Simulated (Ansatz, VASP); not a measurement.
## NiO in VASP and in Ansatz

```
CELL_PARAMETERS angstrom
0.00000 2.27012 2.27012
2.27012 0.00000 2.27012
2.27012 2.27012 0.00000
ATOMIC_POSITIONS crystal
Ni 0.00000 0.00000 0.00000
O 0.75000 0.75000 0.75000
```

Change from the starting cell: volume scaled by 1.04.

Alike in both runs: task single point; functional PBE; k mesh 10 × 10 × 10; occupations fermi-dirac, width 0.05 eV; collinear spin.

|  | VASP | Ansatz |
| --- | --- | --- |
| version | VASP 6.6.1 | Ansatz 0.2.0 |
| potentials or method | VASP PAW PBE potentials, release 64 (Ni, O), cutoff 520 eV | all-electron LAPW, scalar-relativistic |

|  | VASP | Ansatz | Ansatz less VASP |
| --- | --- | --- | --- |
| gap on the k mesh at the Fermi level (eV) | none | none | - |
| pressure (GPa) | -4.9 | -5.1 | -0.19 |
| net moment per atom (μB) | 0.98 | 0.99 | +0.010 |
| size of the moment on the site where the two differ most (μB) | 1.53 | 1.56 | +0.032 |

Site moments also hang on the region over which each program counts them. A gap of «none» marks a metal or a gap that the smearing closes. Ansatz ran all-electron here, and VASP with PAW potentials.
